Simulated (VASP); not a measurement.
Input of a VASP 6.6.1 run:

The input INCAR:

```
SYSTEM = Au
PREC = Accurate
ENCUT = 520
EDIFF = 1E-6
ISMEAR = 0
SIGMA = 0.3
LREAL = .FALSE.
LASPH = .TRUE.
NELM = 80
ALGO = Fast
ISIF = 2
LWAVE = .FALSE.
LCHARG = .FALSE.
GGA = PE
NBANDS = 12
```

The input KPOINTS:

```
Automatic mesh
0
G
  52 52 52
  0 0 0
```

POSCAR

```
Au
1.0
    0.0000000000      2.0790000000      2.0790000000
    2.0790000000      0.0000000000      2.0790000000
    2.0790000000      2.0790000000      0.0000000000
Au
1
Direct
    0.0000000000      0.0000000000      0.0000000000
```

Potentials or basis: VASP PAW PBE potentials, release 64 (Au).

Launch:

```console
$ cat potpaw_PBE.64/Au/POTCAR > POTCAR
$ mpirun -np 1 vasp_std > vasp.out
```

Q: Estimate the pressure.

A: -0.2 GPa.

Q: Estimate the band gap on the k mesh.

A: Zero (an odd number of electrons rules out a gap without spin polarisation).

Caveat: so wide a smearing shifts energies and pressures; spin-orbit coupling is left out, which moves the levels of the heavy elements.
